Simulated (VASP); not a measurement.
# Si (Fd-3m) in VASP: a series of runs

Runs on Si. Level: LDA. Tasks: single point.

Everything below comes from runs of VASP 6.6.1. Logs are shortened: lines on timing, memory, paths and dates and some standing lists are left out, and cuts for length are marked.

## Step 1: The cell of the first run

The structure is cubic, space group Fd-3m (No. 227). The conventional cell has a = 5.403 Å, b = 5.403 Å, c = 5.403 Å, α = 90.00°, β = 90.00°, γ = 90.00°. Si (site symmetry -43m) has 4 Si at 2.34 Å within 3.1 Å.

## Step 2: Single point, LDA

INCAR reads:

```
PREC = Accurate ; ENCUT = 500
EDIFF = 1E-6 ; ISMEAR = -1
SIGMA = 0.01 ; LREAL = False
LASPH = True ; NELM = 120
ALGO = Normal ; ISIF = 2
LWAVE = False ; LCHARG = True
LELF = True ; LVHAR = True
NBANDS = 11 ; GGA_COMPAT = False
```

KPOINTS reads:

```
Automatic mesh
0
Gamma
  10 10 10
```

POSCAR reads:

```
Si
1.0
    0.0000000000      2.7016643793      2.7016643793
    2.7016643793      0.0000000000      2.7016643793
    2.7016643793      2.7016643793      0.0000000000
Si
2
Direct
    0.5000000000      0.5000000000      0.5000000000
    0.7500000000      0.7500000000      0.7500000000
```

Potentials or basis: VASP PAW LDA potentials, release 64 (Si).

Launch:

```bash
cat potpaw_LDA.64/Si/POTCAR > POTCAR
mpirun -np 1 vasp_std > vasp.out
```

OUTCAR:

```text
PREC = Accurate
   ENCUT = 500
   EDIFF = 1E-6
   ISMEAR = -1
   LREAL = False
   LASPH = True
   NELM = 120
   ISIF = 2

 ion  position               nearest neighbor table
   1  0.500  0.500  0.500-   2 2.34   2 2.34   2 2.34   2 2.34
   2  0.750  0.750  0.750-   1 2.34   1 2.34   1 2.34   1 2.34

  LATTYP: Found a face centered cubic cell.
 ALAT       =     5.4033287586

  Lattice vectors:

 A1 = (   0.0000000000,   2.7016643793,   2.7016643793)
 A2 = (   2.7016643793,   0.0000000000,   2.7016643793)
 A3 = (   2.7016643793,   2.7016643793,   0.0000000000)

Analysis of symmetry for initial positions (statically):
=====================================================================
 Subroutine PRICEL returns:
 Original cell was already a primitive cell.

 Routine SETGRP: Setting up the symmetry group for a
 face centered cubic supercell.

 Subroutine GETGRP returns: Found 48 space group operations
 (whereof 24 operations were pure point group operations)
 out of a pool of 48 trial point group operations.

The static configuration has the point symmetry T_d .
 The point group associated with its full space group is O_h .

Analysis of symmetry for dynamics (positions and initial velocities):
=====================================================================
 Subroutine PRICEL returns:
 Original cell was already a primitive cell.

 Routine SETGRP: Setting up the symmetry group for a
 face centered cubic supercell.

 Subroutine GETGRP returns: Found 48 space group operations
 (whereof 24 operations were pure point group operations)
 out of a pool of 48 trial point group operations.

The dynamic configuration has the point symmetry T_d .
 The point group associated with its full space group is O_h .

 Subroutine INISYM returns: Found 48 space group operations
 (whereof 24 operations are pure point group operations),
 and found     1 'primitive' translations

----------------------------------------------------------------------------------------

                                     Primitive cell

  volume of cell :      39.4388

  direct lattice vectors                    reciprocal lattice vectors
     0.000000000  2.701664379  2.701664379    -0.185071101  0.185071101  0.185071101
     2.701664379  0.000000000  2.701664379     0.185071101 -0.185071101  0.185071101
     2.701664379  2.701664379  0.000000000     0.185071101  0.185071101 -0.185071101

  length of vectors
     3.820730406  3.820730406  3.820730406     0.320552549  0.320552549  0.320552549

  position of ions in fractional coordinates (direct lattice)
     0.500000000  0.500000000  0.500000000
     0.750000000  0.750000000  0.750000000

  ion indices of the primitive-cell ions
   primitive index   ion index
                 1           1
                 2           2

----------------------------------------------------------------------------------------

 KPOINTS: Automatic mesh

Automatic generation of k-mesh.
 Grid dimensions read from file:
 generate k-points for:   10   10   10

 Generating k-lattice:

  Cartesian coordinates                     Fractional coordinates (reciprocal lattice)
    -0.018507110  0.018507110  0.018507110     0.100000000  0.000000000  0.000000000
     0.018507110 -0.018507110  0.018507110     0.000000000  0.100000000  0.000000000
     0.018507110  0.018507110 -0.018507110     0.000000000  0.000000000  0.100000000

  Length of vectors
     0.032055255  0.032055255  0.032055255

  Shift w.r.t. Gamma in fractional coordinates (k-lattice)
     0.000000000  0.000000000  0.000000000

 Subroutine IBZKPT returns following result:
 ===========================================

 Found     47 irreducible k-points:

 Following reciprocal coordinates:
            Coordinates               Weight
  0.000000  0.000000  0.000000      1.000000
  0.100000  0.000000  0.000000      8.000000
  0.200000  0.000000  0.000000      8.000000
  0.300000  0.000000  0.000000      8.000000
  0.400000  0.000000  0.000000      8.000000
  0.500000  0.000000  0.000000      4.000000
[... 16 lines left out ...]
  0.300000  0.300000  0.000000      6.000000
  0.400000  0.300000  0.000000     24.000000
 [... further k-points ...]
   k-points           NKPTS =     47   k-points in BZ     NKDIM =     47   number of bands    NBANDS=     11
   number of dos      NEDOS =    301   number of ions     NIONS =      2
   total plane-waves  NPLWV =  21952
   dimension x,y,z NGX =    28 NGY =   28 NGZ =   28
   dimension x,y,z NGXF=    56 NGYF=   56 NGZF=   56
   ions per type =               2
   NGX,Y,Z   is equivalent  to a cutoff of  12.18, 12.18, 12.18 a.u.
   NGXF,Y,Z  is equivalent  to a cutoff of  24.37, 24.37, 24.37 a.u.
 SYSTEM =  unknown system
   PREC   = accura    normal or accurate (medium, high low for compatibility)
   ISTART =      0    job   : 0-new  1-cont  2-samecut
   ICHARG =      2    charge: 1-file 2-atom 10-const
   ISPIN  =      1    spin polarized calculation?
   LNONCOLLINEAR =      F non collinear calculations
   LSORBIT =      F    spin-orbit coupling
   LASPH  =      T    aspherical Exc in radial PAW
   ENCUT  =  500.0 eV  36.75 Ry    6.06 a.u.   6.97  6.97  6.97*2*pi/ulx,y,z
   NELM   =    120;   NELMIN=  2; NELMDL= -5     # of ELM steps
   EDIFF  = 0.1E-05   stopping-criterion for ELM
   LREAL  =      F    real-space projection
   EDIFFG = 0.1E-04   stopping-criterion for IOM
   NSW    =      0    number of steps for IOM
   IBRION =     -1    ionic relax: 0-MD 1-quasi-New 2-CG
   NFREE  =      0    steps in history (QN), initial steepest desc. (CG)
   ISIF   =      2    stress and relaxation
   ISYM   =      2    0-nonsym 1-usesym 2-fastsym
   POTIM  = 0.5000    time-step for ionic-motion
   TEBEG  =    0.0;   TEEND  =   0.0 temperature during run
   PSTRESS=    0.0 pullay stress
   NELECT =       8.0000    total number of electrons
   NUPDOWN=      -1.0000    fix difference up-down
   EMIN   =  10.00;   EMAX   =-10.00  energy-range for DOS
   EFERMI =   0.00;   METHOD = LEGACY
   ISMEAR =    -1;   SIGMA  =   0.01  broadening in eV -4-tet -1-fermi 0-gaus
   EFERMI_NEDOS =   21; number of points for ismear=-14 and -15
   IALGO  =     38    algorithm
   IMIX   =      4    mixing-type and parameters
     AMIX     =   0.40;   BMIX     =  1.00
     AMIX_MAG =   1.60;   BMIX_MAG =  1.00
  volume/ion in A,a.u.               =      19.72       133.07
  Fermi-wavevector in a.u.,A,eV,Ry     =   0.961900  1.817728 12.588822  0.925252
  Thomas-Fermi vector in A             =   2.091313
   LORBIT       =      0    0 simple, 1 ext, 2 COOP (PROOUT), +10 PAW based schemes
   GGA     = CA    functional components
   LHFCALC =     F    Hartree Fock is set to
   AEXX    =    0.0000 exact exchange contribution
   IVDW    =     0    specifies the selected vdW correction
   LEPSILON=     F    determine dielectric tensor
   LRPA    =     F    only Hartree local field effects (RPA)
 non-spin polarized calculation
  energy-cutoff  :      500.00
  volume of cell :       39.44
 maximum number of plane-waves:      1012
   NGX = 13   NGY = 13   NGZ = 13

 number of electron       8.0000001 magnetization

 Free energy of the ion-electron system (eV)
  ---------------------------------------------------
  ext. energy  EPLUGINS =         0.00000000
  ---------------------------------------------------
  free energy    TOTEN  =       -11.91904864 eV

  energy without entropy =      -11.91904864  energy(sigma->0) =      -11.91904864

 E-fermi :   6.1806     XC(G=0):  -9.6627

 val. band max:        5.9255942142   @ k =   0.0000   0.0000   0.0000
 cond. band min:       6.3793765653   @ k =   0.4000   0.4000   0.0000
 fundamental gap:      0.4537823511
 Fermi energy:         6.1805935617

 k-point     1 :       0.0000    0.0000    0.0000
  band No.  band energies     occupation
      1      -6.1358      2.00000
      2       5.9256      2.00000
      3       5.9256      2.00000
      4       5.9256      2.00000
      5       8.4561      0.00000
      6       8.4561      0.00000
      7       8.4561      0.00000
      8       9.3090      0.00000
      9      13.6611      0.00000
     10      13.6611      0.00000
     11      13.6676      0.00000

 k-point     2 :       0.1000    0.0000    0.0000
  band No.  band energies     occupation
      1      -6.0031      2.00000
      2       4.7668      2.00000
      3       5.7235      2.00000
      4       5.7235      2.00000
      5       8.4660      0.00000
      6       8.7527      0.00000
      7       8.7527      0.00000
      8      10.2236      0.00000
      9      13.2825      0.00000
     10      13.2825      0.00000
     11      14.2245      0.00000

 k-point     3 :       0.2000    0.0000    0.0000
  band No.  band energies     occupation
      1      -5.6112      2.00000
      2       2.8839      2.00000
      3       5.3383      2.00000
      4       5.3383      2.00000
      5       8.1023      0.00000
      6       9.2627      0.00000
      7       9.2627      0.00000
      8      11.9660      0.00000
      9      12.9494      0.00000
     10      12.9494      0.00000
     11      14.9033      0.00000

 k-point     4 :       0.3000    0.0000    0.0000
  band No.  band energies     occupation
      1      -4.9862      2.00000
      2       1.0766      2.00000
      3       5.0016      2.00000
      4       5.0016      2.00000
      5       7.7342      0.00000
      6       9.4215      0.00000
      7       9.4215      0.00000
      8      13.4841      0.00000
      9      13.4991      0.00000
     10      13.4991      0.00000
     11      14.7024      0.00000

 k-point     5 :       0.4000    0.0000    0.0000
  band No.  band energies     occupation
      1      -4.2241      2.00000
      2      -0.4218      2.00000
      3       4.7889      2.00000
      4       4.7889      2.00000
      5       7.4921      0.00000
      6       9.2914      0.00000
      7       9.2914      0.00000
      8      13.5862      0.00000
      9      14.9045      0.00000
     10      14.9045      0.00000
     11      15.9592      0.00000
[... 211 lines left out ...]
 k-point    21 :      -0.3000    0.2000    0.0000
  band No.  band energies     occupation
      1      -4.0370      2.00000
      2       0.1652      2.00000
      3       2.4012      2.00000
      4       4.5944      2.00000
      5       8.3109      0.00000
      6      10.4285      0.00000
      7      10.4826      0.00000
      8      12.5952      0.00000
      9      12.7082      0.00000
     10      15.4357      0.00000
     11      17.7749      0.00000

 k-point    22 :      -0.2000    0.2000    0.0000
  band No.  band energies     occupation
      1      -4.7675      2.00000
      2       1.4232      2.00000
      3       2.8558      2.00000
      4       5.0732      2.00000
      5       8.7751      0.00000
      6       9.8953      0.00000
      7      10.1819      0.00000
      8      11.6137      0.00000
      9      11.9899      0.00000
     10      16.5460      0.00000
     11      16.7342      0.00000

 k-point    23 :       0.3000    0.3000    0.0000
  band No.  band energies     occupation
      1      -4.5659      2.00000
      2       1.4991      2.00000
      3       3.6619      2.00000
      4       3.6619      2.00000
      5       6.6758      0.00000
      6       8.2228      0.00000
      7      12.5725      0.00000
      8      12.5725      0.00000
      9      15.0670      0.00000
     10      15.4144      0.00000
     11      18.2612      0.00000

 k-point    24 :       0.4000    0.3000    0.0000
  band No.  band energies     occupation
      1      -3.9442      2.00000
      2       0.4842      2.00000
      3       3.0135      2.00000
      4       3.4553      2.00000
      5       6.8640      0.00000
      6       8.0581      0.00000
      7      12.8716      0.00000
      8      12.9878      0.00000
      9      16.4290      0.00000
     10      16.7076      0.00000
     11      18.0187      0.00000

 [... further k-points ...]
[... 5 lines left out ...]
  --------------------------------------------------------------------------------------
  -------------------------------------------------------------------------------------
  Total       -0.0066961     -0.0066961     -0.0066961      0.0000000      0.0000000      0.0000000
  in kB       -0.2720228     -0.2720228     -0.2720228      0.0000000      0.0000000      0.0000000
  external PRESSURE =      -0.2720228 kB  Pullay stress =       0.0000000 kB

 VOLUME and BASIS-vectors are now :
 -----------------------------------------------------------------------------
  energy-cutoff  :      500.00
  volume of cell :       39.44
      direct lattice vectors                 reciprocal lattice vectors
     0.000000000  2.701664379  2.701664379    -0.185071101  0.185071101  0.185071101
     2.701664379  0.000000000  2.701664379     0.185071101 -0.185071101  0.185071101
     2.701664379  2.701664379  0.000000000     0.185071101  0.185071101 -0.185071101

 POSITION                                       TOTAL-FORCE (eV/Angst)
 -----------------------------------------------------------------------------------
      2.70166      2.70166      2.70166         0.000000      0.000000      0.000000
      4.05250      4.05250      4.05250        -0.000000     -0.000000      0.000000
 -----------------------------------------------------------------------------------
    total drift:                                0.000000      0.000000     -0.000000

  FREE ENERGIE OF THE ION-ELECTRON SYSTEM (eV)
  ---------------------------------------------------
  free  energy   TOTEN  =       -11.9190486353 eV

  energy  without entropy=      -11.9190486353  energy(sigma->0) =      -11.91904864
```

Wall time 10 s (1 thread of Intel Xeon 6975P-C, shared host); peak memory 0.14 GiB.

Results:

```
Free energy            : -11.9190 eV
Pressure               : 0.0 GPa
Band gap on the k mesh : 0.45 eV, indirect (least direct gap 2.53 eV)
```

## Step 3: Single point, LDA

INCAR reads:

```
ALGO = Normal
EDIFF = 1E-6
ENCUT = 500
GGA_COMPAT = F
ISIF = 2
ISMEAR = -1
LASPH = T
LCHARG = T
LELF = T
LREAL = F
LVHAR = T
LWAVE = F
NBANDS = 11
NELM = 120
PREC = Accurate
SIGMA = 0.03
```

KPOINTS reads:

```
k-points
0
Gamma
  10 10 10
```

POSCAR is that of step 2.

Potentials or basis: VASP PAW LDA potentials, release 64 (Si).

Launch:

```bash
cat potpaw_LDA.64/Si/POTCAR > POTCAR
mpirun -np 1 vasp_std > vasp.out
```

Wall time 13 s (1 thread of Intel Xeon 6975P-C, shared host); peak memory 0.13 GiB.

Results (log left out):

| Item | Value |
| --- | --- |
| Free energy | -11.9190 eV |
| Pressure | 0.0 GPa |
| Band gap on the k mesh | 0.45 eV, indirect (least direct gap 2.53 eV) |

Levels at points of the mesh, in eV from the valence-band top:
```
           k point  band 2  band 3  band 4  band 5  band 6  band 7
(0.00, 0.00, 0.00)    0.00    0.00    0.00    2.53    2.53    2.53
(0.50, 0.00, 0.00)   -7.06   -1.21   -1.21    1.48    3.29    3.29
(0.50, 0.50, 0.00)   -7.86   -2.89   -2.89    0.58    0.58   10.11
```

A k mesh can miss the band edges. LDA gaps usually lie below the measured ones, often by a third to a half.

(Continued in part 2 of 3.)
